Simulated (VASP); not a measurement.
Here is a VASP 6.6.1 calculation.

The input INCAR:

```
ALGO = Normal
EDIFF = 1E-6
ENCUT = 500
GGA = PE
GGA_COMPAT = False
ISIF = 2
ISMEAR = -1
LASPH = True
LCHARG = False
LREAL = False
LWAVE = False
NBANDS = 12
NELM = 120
PREC = Accurate
SIGMA = 0.06122561905347299
```

File KPOINTS:

```
k-points
0
Gamma
  26 26 26
```

POSCAR

```
Cr
1.0
    0.0000000000      1.8237392731      1.8237392731
    1.8237392731      0.0000000000      1.8237392731
    1.8237392731      1.8237392731      0.0000000000
Cr
1
Direct
    0.0000000000      0.0000000000      0.0000000000
```

Potentials or basis: VASP PAW PBE potentials, release 64 (Cr_pv).

Command:

```bash
$ cat potpaw_PBE.64/Cr_pv/POTCAR > POTCAR
$ mpirun -np 1 vasp_std > vasp.out
```

(1) Estimate the pressure.

(2) What does it give for the band gap on the k mesh?

Results:

(1) -5.2 GPa.

(2) zero (bands 6 and 7 overlap by 2.84 eV).

Caveat: the cell stands under tension; the run has no spin polarisation, though such a crystal can be magnetic.
